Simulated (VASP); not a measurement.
Set up this calculation in VASP 6.6.1, as the native input.

| Item | Value |
| --- | --- |
| Task | single point |
| Functional | PBE |
| Potentials or basis | VASP PAW PBE potentials, release 64 (Ga_d, P) |
| Cutoff | 520 eV |
| k mesh | 10 × 10 × 10 |
| Occupations | fermi-dirac, width 0.05 eV |
| Spin | no spin polarisation |
| Dipole correction | no |
| Further INCAR settings | ALGO = Normal; EDIFF = 1e-07; NBANDS = 16 |

The structure of GaP lies in POSCAR:

```
GaP
1.0
    0.0000000000      2.7252500000      2.6707450000
    2.7252500000      0.0000000000      2.6707450000
    2.7252500000      2.7252500000      0.0000000000
Ga P
1 1
Direct
    0.0000000000      0.0000000000      0.0000000000
    0.7500000000      0.7500000000      0.7500000000
```

This cell differs from its parent crystal: zz strain of -2 %.

The input as run:

INCAR

```
PREC = Accurate ; ENCUT = 520
EDIFF = 1E-7 ; ISMEAR = -1
SIGMA = 0.05 ; LREAL = False
LASPH = True ; NELM = 80
ALGO = Normal ; ISIF = 2
LWAVE = False ; LCHARG = False
GGA = PE ; NBANDS = 16
```

KPOINTS

```
regular mesh
0
Gamma
  10 10 10
```

Potentials or basis: VASP PAW PBE potentials, release 64 (Ga_d, P).

The run is started by

```sh
$ cat potpaw_PBE.64/Ga_d/POTCAR potpaw_PBE.64/P/POTCAR > POTCAR
$ mpirun -np 1 vasp_std > vasp.out
```

It gave:

- Pressure: 4.3 GPa
- Band gap on the k mesh: 1.37 eV (least direct gap 1.92 eV)

Caveat: the cell differs from its parent crystal (zz strain of -2 %); the cell stands under pressure.

It took 83 s on 1 thread of Intel Xeon 8259CL (shared host), peak memory 0.2 GiB.
